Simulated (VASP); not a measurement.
RuS3: single point with PBEsol

Crystal: RuS3.

```xyz
8
Lattice="4.8253 0.0000 -0.0013 0.0000 3.4457 0.0000 -1.1353 0.0000 8.4433" Properties=species:S:1:pos:R:3 pbc="T T T"
Ru    0.6440    2.5843    5.5767
Ru    3.0460    0.8614    2.8653
S     4.0872    2.5843    1.5162
S    -0.3972    0.8614    6.9258
S     0.6393    0.8614    3.9579
S     3.0507    2.5843    4.4841
S     1.6849    0.8614    6.9167
S     2.0051    2.5843    1.5253
```

```json
{
  "Program": "VASP 6.6.1",
  "Task": "single point",
  "Functional": "PBEsol",
  "Potentials or basis": "VASP PAW PBE potentials, release 64 (Ru_pv, S)",
  "Cutoff": "520 eV",
  "k mesh": "4 × 6 × 4",
  "Occupations": "gaussian, width 0.1 eV",
  "Spin": "no spin polarisation"
}
```

```
Pressure               : -0.4 GPa
Largest force          : 0.113 eV/Å
Band gap on the k mesh : zero (bands 32 and 33 overlap by 0.69 eV)
```

Forces in eV/Å, atoms in the order of the input:
```
Ru   0.020  0.000  0.011
Ru  -0.020  0.000 -0.011
S   -0.102  0.000  0.029
S    0.102  0.000 -0.029
S   -0.015  0.000  0.002
S    0.015  0.000 -0.002
S   -0.104  0.000 -0.044
S    0.104  0.000  0.044
```

Stress tensor (GPa, compression positive):
```
-0.82  0.00  0.02
 0.00 -0.12  0.00
 0.02  0.00 -0.34
```

Levels at points of the mesh, in eV from the Fermi level:
| k point | band 29 | band 30 | band 31 | band 32 | band 33 | band 34 | band 35 | band 36 |
| --- | --- | --- | --- | --- | --- | --- | --- | --- |
| (0.00, 0.00, 0.00) | -1.65 | -1.37 | -0.57 | 0.36 | 0.87 | 1.10 | 1.27 | 1.47 |
| (0.50, 0.00, 0.00) | -1.38 | -1.20 | -1.03 | -0.97 | 0.22 | 0.49 | 0.61 | 0.78 |
| (0.00, 0.50, 0.00) | -1.39 | -1.39 | -0.59 | -0.59 | 1.24 | 1.24 | 1.80 | 1.80 |
| (0.50, 0.50, 0.00) | -1.29 | -1.29 | -0.56 | -0.56 | -0.08 | -0.08 | 1.38 | 1.38 |
| (0.00, 0.00, 0.50) | -1.68 | -1.27 | -0.59 | 0.35 | 0.87 | 1.13 | 1.29 | 1.42 |
| (0.50, 0.00, 0.50) | -1.66 | -1.48 | -1.01 | -0.93 | 0.17 | 0.40 | 0.67 | 0.84 |
| (0.00, 0.50, 0.50) | -1.38 | -1.38 | -0.59 | -0.59 | 1.20 | 1.20 | 1.85 | 1.85 |
| (0.50, 0.50, 0.50) | -1.31 | -1.31 | -0.56 | -0.56 | -0.05 | -0.05 | 1.37 | 1.37 |

Run time: 5.5 min on 1 thread of AMD EPYC 9755 128-Core Processor (shared host), peak memory 0.31 GiB.

Caveat: the PAW data sets were made with another functional, which shifts forces and pressure a little; this functional lacks dispersion, which binds the layers, so the pressure and a relaxed spacing across them are unreliable.
